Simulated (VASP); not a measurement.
# InSe (P6_3/mmc) in VASP: notebook

Runs on InSe. Level: PBE. Tasks: single point.

Program: VASP 6.6.1. These are calculated values, not measurements. Logs are shortened: lines on timing, memory, paths and dates and some standing lists are left out, and cuts for length are marked.

### 1 The cell of the first run

The structure is hexagonal, space group P6_3/mmc (No. 194). Conventional cell: a = 4.089 Å, b = 4.089 Å, c = 19.801 Å, α = 90.00°, β = 90.00°, γ = 120.00°. Within 3.5 Å of In (site symmetry 3m) lie 3 Se at 2.68 Å and 1 In at 2.83 Å. Within 3.5 Å of Se (site symmetry 3m) lie 3 In at 2.68 Å.

### 2 Single point, PBE (35.85 Å³/atom)

INCAR

```
SYSTEM = InSe
ALGO     = Normal         ! electronic algorithm
EDIFF    = 1E-6           ! SCF threshold, eV
ENCUT    = 520            ! plane-wave cutoff, eV
GGA      = PE             ! functional
ISIF     = 2              ! what is computed and relaxed
ISMEAR   = 0              ! smearing method
LASPH    = .True.         ! aspherical terms in the spheres
LCHARG   = .False.        ! write CHGCAR
LREAL    = .False.        ! projectors in reciprocal space
LWAVE    = .False.        ! write WAVECAR
NBANDS   = 48             ! bands
NELM     = 100            ! most SCF steps
PREC     = Accurate       ! precision mode
SIGMA    = 0.02           ! smearing width, eV
```

KPOINTS

```
k-points
0
Gamma
  12 12 2
  0 0 0
```

POSCAR

```
InSe
1.0
    4.0894933839      0.0000000000      0.0000000000
   -2.0447466920      3.5416051591      0.0000000000
    0.0000000000      0.0000000000     19.8012145963
In Se
4 4
Direct
    0.3333333333      0.6666666667      0.1786127577
    0.6666666667      0.3333333333      0.6786127577
    0.3333333333      0.6666666667      0.3213872423
    0.6666666667      0.3333333333      0.8213872423
    0.3333333333      0.6666666667      0.6143424129
    0.6666666667      0.3333333333      0.1143424129
    0.3333333333      0.6666666667      0.8856575871
    0.6666666667      0.3333333333      0.3856575871
```

Potentials or basis: VASP PAW PBE potentials, release 64 (In_d, Se).

Launch:

```bash
$ cat potpaw_PBE.64/In_d/POTCAR potpaw_PBE.64/Se/POTCAR > POTCAR
$ mpirun -np 1 vasp_std > vasp.out
```

OUTCAR:

```text
SYSTEM = InSe
   EDIFF = 1E-6
   ENCUT = 520
   GGA = PE
   ISIF = 2
   ISMEAR = 0
   LASPH = .True.
   LREAL = .False.
   NELM = 100
   PREC = Accurate

 ion  position               nearest neighbor table
   1  0.333  0.667  0.179-   6 2.68   6 2.68   6 2.68   3 2.83
   2  0.667  0.333  0.679-   5 2.68   5 2.68   5 2.68   4 2.83
   3  0.333  0.667  0.321-   8 2.68   8 2.68   8 2.68   1 2.83
   4  0.667  0.333  0.821-   7 2.68   7 2.68   7 2.68   2 2.83
   5  0.333  0.667  0.614-   2 2.68   2 2.68   2 2.68
   6  0.667  0.333  0.114-   1 2.68   1 2.68   1 2.68
   7  0.333  0.667  0.886-   4 2.68   4 2.68   4 2.68
   8  0.667  0.333  0.386-   3 2.68   3 2.68   3 2.68

  LATTYP: Found a hexagonal cell.
 ALAT       =     4.0894933839
 C/A-ratio  =     4.8419725226

  Lattice vectors:

 A1 = (   4.0894933839,   0.0000000000,   0.0000000000)
 A2 = (  -2.0447466920,   3.5416051591,   0.0000000000)
 A3 = (   0.0000000000,   0.0000000000,  19.8012145963)

Analysis of symmetry for initial positions (statically):
=====================================================================
 Subroutine PRICEL returns:
 Original cell was already a primitive cell.

 Routine SETGRP: Setting up the symmetry group for a
 hexagonal supercell.

 Subroutine GETGRP returns: Found 24 space group operations
 (whereof 12 operations were pure point group operations)
 out of a pool of 24 trial point group operations.

The static configuration has the point symmetry D_3d.
 The point group associated with its full space group is D_6h.

Analysis of symmetry for dynamics (positions and initial velocities):
=====================================================================
 Subroutine PRICEL returns:
 Original cell was already a primitive cell.

 Routine SETGRP: Setting up the symmetry group for a
 hexagonal supercell.

 Subroutine GETGRP returns: Found 24 space group operations
 (whereof 12 operations were pure point group operations)
 out of a pool of 24 trial point group operations.

The dynamic configuration has the point symmetry D_3d.
 The point group associated with its full space group is D_6h.

 Subroutine INISYM returns: Found 24 space group operations
 (whereof 12 operations are pure point group operations),
 and found     1 'primitive' translations

----------------------------------------------------------------------------------------

                                     Primitive cell

  volume of cell :     286.7883

  direct lattice vectors                    reciprocal lattice vectors
     4.089493384  0.000000000  0.000000000     0.244529067  0.141178922  0.000000000
    -2.044746692  3.541605159  0.000000000     0.000000000  0.282357845  0.000000000
     0.000000000  0.000000000 19.801214596     0.000000000  0.000000000  0.050501953

  length of vectors
     4.089493384  4.089493384 19.801214596     0.282357845  0.282357845  0.050501953

  position of ions in fractional coordinates (direct lattice)
     0.333333333  0.666666667  0.178612758
     0.666666667  0.333333333  0.678612758
     0.333333333  0.666666667  0.321387242
     0.666666667  0.333333333  0.821387242
     0.333333333  0.666666667  0.614342413
     0.666666667  0.333333333  0.114342413
     0.333333333  0.666666667  0.885657587
     0.666666667  0.333333333  0.385657587

  ion indices of the primitive-cell ions
   primitive index   ion index
                 1           1
                 2           2
                 3           3
                 4           4
                 5           5
                 6           6
                 7           7
                 8           8

----------------------------------------------------------------------------------------

 KPOINTS: k-points

Automatic generation of k-mesh.
 Grid dimensions read from file:
 generate k-points for:   12   12    2

 Generating k-lattice:

  Cartesian coordinates                     Fractional coordinates (reciprocal lattice)
     0.020377422  0.011764910  0.000000000     0.083333333  0.000000000  0.000000000
     0.000000000  0.023529820  0.000000000     0.000000000  0.083333333  0.000000000
     0.000000000  0.000000000  0.025250976     0.000000000  0.000000000  0.500000000

  Length of vectors
     0.023529820  0.023529820  0.025250976

  Shift w.r.t. Gamma in fractional coordinates (k-lattice)
     0.000000000  0.000000000  0.000000000

 Subroutine IBZKPT returns following result:
 ===========================================

 Found     38 irreducible k-points:

 Following reciprocal coordinates:
            Coordinates               Weight
  0.000000  0.000000  0.000000      1.000000
  0.083333  0.000000  0.000000      6.000000
  0.166667 -0.000000  0.000000      6.000000
  0.250000  0.000000  0.000000      6.000000
  0.333333  0.000000  0.000000      6.000000
  0.416667  0.000000  0.000000      6.000000
[... 16 lines left out ...]
  0.250000  0.000000  0.500000      6.000000
  0.333333  0.000000  0.500000      6.000000
 [... further k-points ...]
   k-points           NKPTS =     38   k-points in BZ     NKDIM =     38   number of bands    NBANDS=     48
   number of dos      NEDOS =    301   number of ions     NIONS =      8
   total plane-waves  NPLWV = 135000
   dimension x,y,z NGX =    30 NGY =   30 NGZ =  150
   dimension x,y,z NGXF=    60 NGYF=   60 NGZF=  300
   ions per type =               4   4
   NGX,Y,Z   is equivalent  to a cutoff of  12.20, 12.20, 12.59 a.u.
   NGXF,Y,Z  is equivalent  to a cutoff of  24.39, 24.39, 25.19 a.u.
 SYSTEM =  InSe
   PREC   = accura    normal or accurate (medium, high low for compatibility)
   ISTART =      0    job   : 0-new  1-cont  2-samecut
   ICHARG =      2    charge: 1-file 2-atom 10-const
   ISPIN  =      1    spin polarized calculation?
   LNONCOLLINEAR =      F non collinear calculations
   LSORBIT =      F    spin-orbit coupling
   LASPH  =      T    aspherical Exc in radial PAW
   ENCUT  =  520.0 eV  38.22 Ry    6.18 a.u.   7.60  7.60 36.82*2*pi/ulx,y,z
   NELM   =    100;   NELMIN=  2; NELMDL= -5     # of ELM steps
   EDIFF  = 0.1E-05   stopping-criterion for ELM
   LREAL  =      F    real-space projection
   EDIFFG = 0.1E-04   stopping-criterion for IOM
   NSW    =      0    number of steps for IOM
   IBRION =     -1    ionic relax: 0-MD 1-quasi-New 2-CG
   NFREE  =      0    steps in history (QN), initial steepest desc. (CG)
   ISIF   =      2    stress and relaxation
   ISYM   =      2    0-nonsym 1-usesym 2-fastsym
   POTIM  = 0.5000    time-step for ionic-motion
   TEBEG  =    0.0;   TEEND  =   0.0 temperature during run
   PSTRESS=    0.0 pullay stress
   NELECT =      76.0000    total number of electrons
   NUPDOWN=      -1.0000    fix difference up-down
   EMIN   =  10.00;   EMAX   =-10.00  energy-range for DOS
   EFERMI =   0.00;   METHOD = LEGACY
   ISMEAR =     0;   SIGMA  =   0.02  broadening in eV -4-tet -1-fermi 0-gaus
   EFERMI_NEDOS =   21; number of points for ismear=-14 and -15
   IALGO  =     38    algorithm
   IMIX   =      4    mixing-type and parameters
     AMIX     =   0.40;   BMIX     =  1.00
     AMIX_MAG =   1.60;   BMIX_MAG =  1.00
  volume/ion in A,a.u.               =      35.85       241.92
  Fermi-wavevector in a.u.,A,eV,Ry     =   1.051539  1.987121 15.044438  1.105735
  Thomas-Fermi vector in A             =   2.186586
   LORBIT       =      0    0 simple, 1 ext, 2 COOP (PROOUT), +10 PAW based schemes
   GGA     = PE    functional components
   LHFCALC =     F    Hartree Fock is set to
   AEXX    =    0.0000 exact exchange contribution
   IVDW    =     0    specifies the selected vdW correction
   LEPSILON=     F    determine dielectric tensor
   LRPA    =     F    only Hartree local field effects (RPA)
 non-spin polarized calculation
 Gauss-broadening in eV      SIGMA  =   0.02
  energy-cutoff  :      520.00
  volume of cell :      286.79
 maximum number of plane-waves:      7778
   NGX = 15   NGY = 15   NGZ = 73

 number of electron      76.0000015 magnetization

 Free energy of the ion-electron system (eV)
  ---------------------------------------------------
  ext. energy  EPLUGINS =         0.00000000
  ---------------------------------------------------
  free energy    TOTEN  =       -28.44642204 eV

  energy without entropy =      -28.44642204  energy(sigma->0) =      -28.44642204

 E-fermi :   1.9982     XC(G=0):  -7.7993

 val. band max:        1.8647067173   @ k =   0.0833   0.0000   0.0000
 cond. band min:       2.8698554893   @ k =   0.0000   0.0000   0.0000
 fundamental gap:      1.0051487720
 Fermi energy:         1.9981744645

 k-point     1 :       0.0000    0.0000    0.0000
  band No.  band energies     occupation
      1     -12.3598      2.00000
      2     -12.3598      2.00000
      3     -12.1903      2.00000
      4     -12.1903      2.00000
      5     -12.1903      2.00000
      6     -12.1903      2.00000
[... 40 lines left out ...]
     47       7.7346      0.00000
     48       7.7887      0.00000

 k-point     2 :       0.0833    0.0000    0.0000
  band No.  band energies     occupation
      1     -12.3594      2.00000
      2     -12.3594      2.00000
      3     -12.2102      2.00000
      4     -12.2101      2.00000
      5     -12.1893      2.00000
      6     -12.1893      2.00000
[... 40 lines left out ...]
     47       7.3778      0.00000
     48       7.5202      0.00000

 k-point     3 :       0.1667   -0.0000    0.0000
  band No.  band energies     occupation
      1     -12.3614      2.00000
      2     -12.3614      2.00000
      3     -12.2555      2.00000
      4     -12.2552      2.00000
      5     -12.1942      2.00000
      6     -12.1938      2.00000
[... 1060 lines left out ...]
     47       6.8673      0.00000
     48       6.8673      0.00000

 k-point    24 :       0.3333    0.0000    0.5000
  band No.  band energies     occupation
      1     -12.4137      2.00000
      2     -12.4137      2.00000
      3     -12.3120      2.00000
      4     -12.3120      2.00000
      5     -12.3047      2.00000
      6     -12.3047      2.00000
[... 40 lines left out ...]
     47       6.8789      0.00000
     48       6.8789      0.00000

 [... further k-points ...]

------------------------ aborting loop because EDIFF is reached ----------------------------------------

  FORCE on cell =-STRESS in cart. coord.  units (eV):
  Direction    XX          YY          ZZ          XY          YZ          ZX
  --------------------------------------------------------------------------------------
  -------------------------------------------------------------------------------------
  Total       -0.1093983     -0.1093983     -0.1005902      0.0000000      0.0000000     -0.0000000
  in kB       -0.6111666     -0.6111666     -0.5619593      0.0000000      0.0000000     -0.0000000
  external PRESSURE =      -0.5947642 kB  Pullay stress =       0.0000000 kB

 VOLUME and BASIS-vectors are now :
 -----------------------------------------------------------------------------
  energy-cutoff  :      520.00
  volume of cell :      286.79
      direct lattice vectors                 reciprocal lattice vectors
     4.089493384  0.000000000  0.000000000     0.244529067  0.141178922  0.000000000
    -2.044746692  3.541605159  0.000000000     0.000000000  0.282357845  0.000000000
     0.000000000  0.000000000 19.801214596     0.000000000  0.000000000  0.050501953

 POSITION                                       TOTAL-FORCE (eV/Angst)
 -----------------------------------------------------------------------------------
     -0.00000      2.36107      3.53675         0.000000     -0.000000      0.014741
      2.04475      1.18054     13.43736        -0.000000      0.000000      0.014741
     -0.00000      2.36107      6.36386         0.000000      0.000000     -0.014741
      2.04475      1.18054     16.26447        -0.000000      0.000000     -0.014741
     -0.00000      2.36107     12.16473        -0.000000     -0.000000     -0.013944
      2.04475      1.18054      2.26412         0.000000      0.000000     -0.013944
     -0.00000      2.36107     17.53710         0.000000     -0.000000      0.013944
      2.04475      1.18054      7.63649         0.000000      0.000000      0.013944
 -----------------------------------------------------------------------------------
    total drift:                               -0.000000      0.000000     -0.000000

  FREE ENERGIE OF THE ION-ELECTRON SYSTEM (eV)
  ---------------------------------------------------
  free  energy   TOTEN  =       -28.4464220422 eV

  energy  without entropy=      -28.4464220422  energy(sigma->0) =      -28.44642204
```

Run time: 8.6 min. Hardware: 1 thread of Intel Xeon Platinum 8259CL at 2.50GHz (Skylake/Cascade Lake), shared host; peak memory 0.59 GiB.

Results:

| Item | Value |
| --- | --- |
| Free energy | -28.4464 eV |
| Pressure | -0.1 GPa |
| Largest force | 0.015 eV/Å |
| Band gap on the k mesh | 1.01 eV (least direct gap 1.02 eV) |

Forces in eV/Å, atoms in the order of the input:
```
In   0.000  0.000  0.015
In   0.000  0.000  0.015
In   0.000  0.000 -0.015
In   0.000  0.000 -0.015
Se   0.000  0.000 -0.014
Se   0.000  0.000 -0.014
Se   0.000  0.000  0.014
Se   0.000  0.000  0.014
```

Levels at points of the mesh, in eV from the valence-band top:
```
           k point  band 36  band 37  band 38  band 39  band 40  band 41
(0.00, 0.00, 0.00)    -0.70    -0.46    -0.01     1.01     1.43     2.41
(0.50, 0.00, 0.00)    -1.59    -1.13    -1.04     1.90     2.00     2.07
(0.00, 0.00, 0.50)    -0.71    -0.26    -0.26     1.24     1.24     2.43
(0.50, 0.00, 0.50)    -1.60    -1.09    -1.09     1.98     1.98     2.08
```

Caveat: spin-orbit coupling is left out, which moves the levels of the heavy elements; this functional lacks dispersion, which binds layers or chains, so the pressure and a relaxed spacing across them are unreliable.

### 3 Single point, PBE

This run uses another cell than the first one, of 33.82 Å³/atom.

INCAR

```
SYSTEM = InSe
PREC = Accurate ; ENCUT = 520
EDIFF = 1E-6 ; ISMEAR = 0
SIGMA = 0.02 ; LREAL = .FALSE.
LASPH = .TRUE. ; NELM = 100
ALGO = Normal ; ISIF = 2
LWAVE = .FALSE. ; LCHARG = .TRUE.
GGA = PE ; LELF = .TRUE.
LVHAR = .TRUE. ; NBANDS = 48
```

KPOINTS

```
Automatic mesh
0
G
  12 12 2
  0 0 0
```

POSCAR

```
InSe
1.0
    4.0862766340      0.0000000000      0.0000000000
   -2.0431383170      3.5388193720      0.0000000000
    0.0000000000      0.0000000000     18.7098134137
In Se
4 4
Direct
    0.3333333333      0.6666666667      0.1745454330
    0.6666666667      0.3333333333      0.6745454330
    0.3333333333      0.6666666667      0.3254545670
    0.6666666667      0.3333333333      0.8254545670
    0.3333333333      0.6666666667      0.6065304898
    0.6666666667      0.3333333333      0.1065304898
    0.3333333333      0.6666666667      0.8934695102
    0.6666666667      0.3333333333      0.3934695102
```

Potentials or basis: VASP PAW PBE potentials, release 64 (In_d, Se).

Launch:

```bash
$ cat potpaw_PBE.64/In_d/POTCAR potpaw_PBE.64/Se/POTCAR > POTCAR
$ mpirun -np 1 vasp_std > vasp.out
```

Wall time 19 min (1 thread of Intel Xeon 8259CL, shared host); peak memory 0.58 GiB.

It converged, with:

| Quantity | Value |
| --- | --- |
| Free energy | -28.4508 eV |
| Pressure | 0.1 GPa |
| Largest force | 0.021 eV/Å |
| Band gap on the k mesh | 0.79 eV |

Forces on the atoms (eV/Å):
```
In   0.000  0.000  0.009
In   0.000  0.000  0.009
In   0.000  0.000 -0.009
In   0.000  0.000 -0.009
Se   0.000  0.000 -0.021
Se   0.000  0.000 -0.021
Se   0.000  0.000  0.021
Se   0.000  0.000  0.021
```

Levels at points of the mesh, in eV from the valence-band top:
```csv
k point,band 34,band 35,band 36,band 37,band 38,band 39,band 40,band 41,band 42,band 43
"(0.00, 0.00, 0.00)",-0.86,-0.83,-0.83,-0.73,0.00,0.79,1.44,2.28,2.32,4.53
"(0.50, 0.00, 0.00)",-1.77,-1.76,-1.71,-1.33,-1.14,1.69,1.80,2.00,2.08,3.73
"(0.00, 0.00, 0.50)",-0.84,-0.84,-0.84,-0.42,-0.42,1.17,1.17,2.30,2.30,4.55
"(0.50, 0.00, 0.50)",-1.85,-1.74,-1.74,-1.24,-1.24,1.84,1.84,1.94,1.94,3.86
```

Caveat: semilocal functionals underestimate gaps, and a narrow one can read as zero; spin-orbit coupling is left out, which moves the levels of the heavy elements; this functional lacks dispersion, which binds layers or chains, so the pressure and a relaxed spacing across them are unreliable. Expect the measured gap to be larger: semilocal functionals such as PBE lack the derivative discontinuity.
